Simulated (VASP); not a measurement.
# Sc (P6_3/mmc) in VASP: single point with PBE

Aim: the single point of Sc with PBE.

All numbers are computed with VASP 6.6.1; they aren't measurements. Logs are shortened: lines on timing, memory, paths and dates and some standing lists are left out, and cuts for length are marked.

### Step 1. The cell of the first run

Symmetry: P6_3/mmc, No. 194, hexagonal system. Conventional cell: a = 3.705 Å, b = 3.705 Å, c = 6.055 Å, α = 90.00°, β = 90.00°, γ = 120.00°. Within 4.9 Å of Sc (site symmetry -6m2) lie 12 Sc at 3.71 Å.

### Step 2. Single point, PBE

Contents of INCAR:

```
SYSTEM = Sc
ALGO = Normal ; EDIFF = 1E-6
ENCUT = 520 ; GGA = PE
ISIF = 2 ; ISMEAR = 1
LASPH = .True. ; LCHARG = .False.
LREAL = .False. ; LWAVE = .False.
NBANDS = 18 ; NELM = 100
PREC = Accurate ; SIGMA = 0.033
```

Contents of KPOINTS:

```
k-points
0
Gamma
  8 8 4
  0 0 0
```

Contents of POSCAR:

```
Sc
1.0
    3.7050700000      0.0000000000      0.0000000000
   -1.8525350000      3.2086850000      0.0000000000
    0.0000000000      0.0000000000      6.0550450000
Sc
2
Direct
    0.3333300000      0.6666700000      0.2500000000
    0.6666600000      0.3333300000      0.7500000000
```

Potentials or basis: VASP PAW PBE potentials, release 64 (Sc_sv).

The run is started by

```
cat potpaw_PBE.64/Sc_sv/POTCAR > POTCAR
mpirun -np 1 vasp_std > vasp.out
```

OUTCAR:

```text
SYSTEM = Sc
   EDIFF = 1E-6
   ENCUT = 520
   GGA = PE
   ISIF = 2
   ISMEAR = 1
   LASPH = .True.
   LREAL = .False.
   NELM = 100
   PREC = Accurate

 ion  position               nearest neighbor table
   1  0.333  0.667  0.250-
   2  0.667  0.333  0.750-

  LATTYP: Found a hexagonal cell.
 ALAT       =     3.7050700000
 C/A-ratio  =     1.6342592718

  Lattice vectors:

 A1 = (   3.7050700000,   0.0000000000,   0.0000000000)
 A2 = (  -1.8525350000,   3.2086850000,   0.0000000000)
 A3 = (   0.0000000000,   0.0000000000,   6.0550450000)

Analysis of symmetry for initial positions (statically):
=====================================================================
 Subroutine PRICEL returns:
 Original cell was already a primitive cell.

 Routine SETGRP: Setting up the symmetry group for a
 hexagonal supercell.

 Subroutine GETGRP returns: Found  8 space group operations
 (whereof  2 operations were pure point group operations)
 out of a pool of 24 trial point group operations.

The static configuration has the point symmetry C_2 .
 The point group associated with its full space group is D_2h.

Analysis of symmetry for dynamics (positions and initial velocities):
=====================================================================
 Subroutine PRICEL returns:
 Original cell was already a primitive cell.

 Routine SETGRP: Setting up the symmetry group for a
 hexagonal supercell.

 Subroutine GETGRP returns: Found  8 space group operations
 (whereof  2 operations were pure point group operations)
 out of a pool of 24 trial point group operations.

The dynamic configuration has the point symmetry C_2 .
 The point group associated with its full space group is D_2h.

 Subroutine INISYM returns: Found  8 space group operations
 (whereof  2 operations are pure point group operations),
 and found     1 'primitive' translations

----------------------------------------------------------------------------------------

                                     Primitive cell

  volume of cell :      71.9848

  direct lattice vectors                    reciprocal lattice vectors
     3.705070000  0.000000000  0.000000000     0.269900434  0.155827076  0.000000000
    -1.852535000  3.208685000  0.000000000     0.000000000  0.311654151  0.000000000
     0.000000000  0.000000000  6.055045000     0.000000000  0.000000000  0.165151539

  length of vectors
     3.705070000  3.705070223  6.055045000     0.311654170  0.311654151  0.165151539

  position of ions in fractional coordinates (direct lattice)
     0.333330000  0.666670000  0.250000000
     0.666660000  0.333330000  0.750000000

  ion indices of the primitive-cell ions
   primitive index   ion index
                 1           1
                 2           2

----------------------------------------------------------------------------------------

 KPOINTS: k-points

Automatic generation of k-mesh.
 Grid dimensions read from file:
 generate k-points for:    8    8    4

 Generating k-lattice:

  Cartesian coordinates                     Fractional coordinates (reciprocal lattice)
     0.033737554  0.019478384  0.000000000     0.125000000  0.000000000  0.000000000
     0.000000000  0.038956769  0.000000000     0.000000000  0.125000000  0.000000000
     0.000000000  0.000000000  0.041287885     0.000000000  0.000000000  0.250000000

  Length of vectors
     0.038956771  0.038956769  0.041287885

  Shift w.r.t. Gamma in fractional coordinates (k-lattice)
     0.000000000  0.000000000  0.000000000

 Subroutine IBZKPT returns following result:
 ===========================================

 Found     63 irreducible k-points:

 Following reciprocal coordinates:
            Coordinates               Weight
  0.000000  0.000000  0.000000      1.000000
  0.125000  0.000000  0.000000      4.000000
  0.000000  0.125000  0.000000      2.000000
  0.250000  0.000000  0.000000      4.000000
  0.000000  0.250000  0.000000      2.000000
  0.375000  0.000000  0.000000      4.000000
[... 16 lines left out ...]
  0.125000  0.000000  0.250000      8.000000
  0.000000  0.125000  0.250000      4.000000
 [... further k-points ...]
   k-points           NKPTS =     63   k-points in BZ     NKDIM =     63   number of bands    NBANDS=     18
   number of dos      NEDOS =    301   number of ions     NIONS =      2
   total plane-waves  NPLWV =  37632
   dimension x,y,z NGX =    28 NGY =   28 NGZ =   48
   dimension x,y,z NGXF=    56 NGYF=   56 NGZF=   96
   ions per type =               2
   NGX,Y,Z   is equivalent  to a cutoff of  12.56, 12.56, 13.18 a.u.
   NGXF,Y,Z  is equivalent  to a cutoff of  25.13, 25.13, 26.36 a.u.
 SYSTEM =  Sc
   PREC   = accura    normal or accurate (medium, high low for compatibility)
   ISTART =      0    job   : 0-new  1-cont  2-samecut
   ICHARG =      2    charge: 1-file 2-atom 10-const
   ISPIN  =      1    spin polarized calculation?
   LNONCOLLINEAR =      F non collinear calculations
   LSORBIT =      F    spin-orbit coupling
   LASPH  =      T    aspherical Exc in radial PAW
   ENCUT  =  520.0 eV  38.22 Ry    6.18 a.u.   6.89  6.89 11.26*2*pi/ulx,y,z
   NELM   =    100;   NELMIN=  2; NELMDL= -5     # of ELM steps
   EDIFF  = 0.1E-05   stopping-criterion for ELM
   LREAL  =      F    real-space projection
   EDIFFG = 0.1E-04   stopping-criterion for IOM
   NSW    =      0    number of steps for IOM
   IBRION =     -1    ionic relax: 0-MD 1-quasi-New 2-CG
   NFREE  =      0    steps in history (QN), initial steepest desc. (CG)
   ISIF   =      2    stress and relaxation
   ISYM   =      2    0-nonsym 1-usesym 2-fastsym
   POTIM  = 0.5000    time-step for ionic-motion
   TEBEG  =    0.0;   TEEND  =   0.0 temperature during run
   PSTRESS=    0.0 pullay stress
   NELECT =      22.0000    total number of electrons
   NUPDOWN=      -1.0000    fix difference up-down
   EMIN   =  10.00;   EMAX   =-10.00  energy-range for DOS
   EFERMI =   0.00;   METHOD = LEGACY
   ISMEAR =     1;   SIGMA  =   0.03  broadening in eV -4-tet -1-fermi 0-gaus
   EFERMI_NEDOS =   21; number of points for ismear=-14 and -15
   IALGO  =     38    algorithm
   IMIX   =      4    mixing-type and parameters
     AMIX     =   0.40;   BMIX     =  1.00
     AMIX_MAG =   1.60;   BMIX_MAG =  1.00
  volume/ion in A,a.u.               =      35.99       242.89
  Fermi-wavevector in a.u.,A,eV,Ry     =   1.102729  2.083856 16.544835  1.216011
  Thomas-Fermi vector in A             =   2.239176
   LORBIT       =      0    0 simple, 1 ext, 2 COOP (PROOUT), +10 PAW based schemes
   GGA     = PE    functional components
   LHFCALC =     F    Hartree Fock is set to
   AEXX    =    0.0000 exact exchange contribution
   IVDW    =     0    specifies the selected vdW correction
   LEPSILON=     F    determine dielectric tensor
   LRPA    =     F    only Hartree local field effects (RPA)
 non-spin polarized calculation
 Methfessel and Paxton  Order N= 1 SIGMA  =   0.03
  energy-cutoff  :      520.00
  volume of cell :       71.98
 maximum number of plane-waves:      1963
   NGX = 13   NGY = 13   NGZ = 23

 number of electron      22.0000005 magnetization

 Free energy of the ion-electron system (eV)
  ---------------------------------------------------
  ext. energy  EPLUGINS =         0.00000000
  ---------------------------------------------------
  free energy    TOTEN  =       -11.49875792 eV

  energy without entropy =      -11.49899823  energy(sigma->0) =      -11.49883802

 E-fermi :   1.7749     XC(G=0):  -8.4689

 val. band max:        1.7330282003   @ k =  -0.1250   0.3750   0.2500
 cond. band min:       1.7775172648   @ k =   0.0000   0.2500   0.2500
 fundamental gap:      0.0444890645
 Fermi energy:         1.7749191028

 k-point     1 :       0.0000    0.0000    0.0000
  band No.  band energies     occupation
      1     -48.6248      2.00000
      2     -48.6147      2.00000
      3     -27.2386      2.00000
      4     -27.1643      2.00000
      5     -27.1643      2.00000
      6     -27.1501      2.00000
[... 10 lines left out ...]
     17       3.3701      0.00000
     18       3.3702      0.00000

 k-point     2 :       0.1250    0.0000    0.0000
  band No.  band energies     occupation
      1     -48.6235      2.00000
      2     -48.6141      2.00000
      3     -27.2339      2.00000
      4     -27.1750      2.00000
      5     -27.1677      2.00000
      6     -27.1613      2.00000
[... 10 lines left out ...]
     17       3.2204      0.00000
     18       3.2638      0.00000

 k-point     3 :       0.0000    0.1250    0.0000
  band No.  band energies     occupation
      1     -48.6235      2.00000
      2     -48.6141      2.00000
      3     -27.2339      2.00000
      4     -27.1750      2.00000
      5     -27.1677      2.00000
      6     -27.1613      2.00000
[... 10 lines left out ...]
     17       3.2203      0.00000
     18       3.2639      0.00000

 k-point     4 :       0.2500    0.0000    0.0000
  band No.  band energies     occupation
      1     -48.6202      2.00000
      2     -48.6126      2.00000
      3     -27.2214      2.00000
      4     -27.2011      2.00000
      5     -27.1878      2.00000
      6     -27.1757      2.00000
[... 10 lines left out ...]
     17       3.4313      0.00000
     18       3.5792      0.00000

 k-point     5 :       0.0000    0.2500    0.0000
  band No.  band energies     occupation
      1     -48.6202      2.00000
      2     -48.6126      2.00000
      3     -27.2214      2.00000
      4     -27.2011      2.00000
      5     -27.1878      2.00000
      6     -27.1757      2.00000
[... 10 lines left out ...]
     17       3.4314      0.00000
     18       3.5792      0.00000

 k-point     6 :       0.3750    0.0000    0.0000
  band No.  band energies     occupation
      1     -48.6165      2.00000
      2     -48.6115      2.00000
      3     -27.2276      2.00000
      4     -27.2137      2.00000
      5     -27.2056      2.00000
      6     -27.1836      2.00000
[... 307 lines left out ...]
 k-point    21 :      -0.2500   -0.3750    0.0000
  band No.  band energies     occupation
      1     -48.6130      2.00000
      2     -48.6116      2.00000
      3     -27.2269      2.00000
      4     -27.2127      2.00000
      5     -27.2057      2.00000
      6     -27.1881      2.00000
[... 10 lines left out ...]
     17       4.0514      0.00000
     18       4.0568      0.00000

 k-point    22 :       0.0000    0.0000    0.2500
  band No.  band energies     occupation
      1     -48.6234      2.00000
      2     -48.6162      2.00000
      3     -27.2245      2.00000
      4     -27.1622      2.00000
      5     -27.1622      2.00000
      6     -27.1558      2.00000
[... 10 lines left out ...]
     17       3.5581      0.00000
     18       3.5582      0.00000

 k-point    23 :       0.1250    0.0000    0.2500
  band No.  band energies     occupation
      1     -48.6221      2.00000
      2     -48.6155      2.00000
      3     -27.2218      2.00000
      4     -27.1720      2.00000
      5     -27.1678      2.00000
      6     -27.1654      2.00000
[... 10 lines left out ...]
     17       3.5091      0.00000
     18       3.5193      0.00000

 k-point    24 :       0.0000    0.1250    0.2500
  band No.  band energies     occupation
      1     -48.6221      2.00000
      2     -48.6155      2.00000
      3     -27.2218      2.00000
      4     -27.1720      2.00000
      5     -27.1678      2.00000
      6     -27.1654      2.00000
[... 10 lines left out ...]
     17       3.5091      0.00000
     18       3.5193      0.00000

 [... further k-points ...]
[... 5 lines left out ...]
  --------------------------------------------------------------------------------------
  -------------------------------------------------------------------------------------
  Total       -4.5006560     -4.5006479     -5.1968270      0.0000000      0.0000000      0.0000000
  in kB     -100.1718111   -100.1716304   -115.6665981      0.0000000      0.0000000      0.0000000
  external PRESSURE =    -105.3366799 kB  Pullay stress =       0.0000000 kB

 VOLUME and BASIS-vectors are now :
 -----------------------------------------------------------------------------
  energy-cutoff  :      520.00
  volume of cell :       71.98
      direct lattice vectors                 reciprocal lattice vectors
     3.705070000  0.000000000  0.000000000     0.269900434  0.155827076  0.000000000
    -1.852535000  3.208685000  0.000000000     0.000000000  0.311654151  0.000000000
     0.000000000  0.000000000  6.055045000     0.000000000  0.000000000  0.165151539

 POSITION                                       TOTAL-FORCE (eV/Angst)
 -----------------------------------------------------------------------------------
     -0.00002      2.13913      1.51376         0.000000     -0.000169      0.000000
      1.85252      1.06955      4.54128         0.000000      0.000169     -0.000000
 -----------------------------------------------------------------------------------
    total drift:                                0.000000      0.000000     -0.000000

  FREE ENERGIE OF THE ION-ELECTRON SYSTEM (eV)
  ---------------------------------------------------
  free  energy   TOTEN  =       -11.4987579209 eV

  energy  without entropy=      -11.4989982276  energy(sigma->0) =      -11.49883802
```

Run time: 52 s. Hardware: 1 thread of Intel Xeon Platinum 8375C at 2.90GHz (Ice Lake), shared host; peak memory 0.22 GiB.

What came out:

- Free energy: -11.4988 eV
- Pressure: -10.5 GPa
- Band gap on the k mesh: zero (bands 11 and 12 overlap by 0.81 eV)

Stress tensor (GPa, compression positive):
```
-10.02   0.00   0.00
  0.00 -10.02   0.00
  0.00   0.00 -11.57
```

Caveat: the cell stands under tension.

The gap in the log of VASP goes by the Fermi energy; the results here count the filled bands.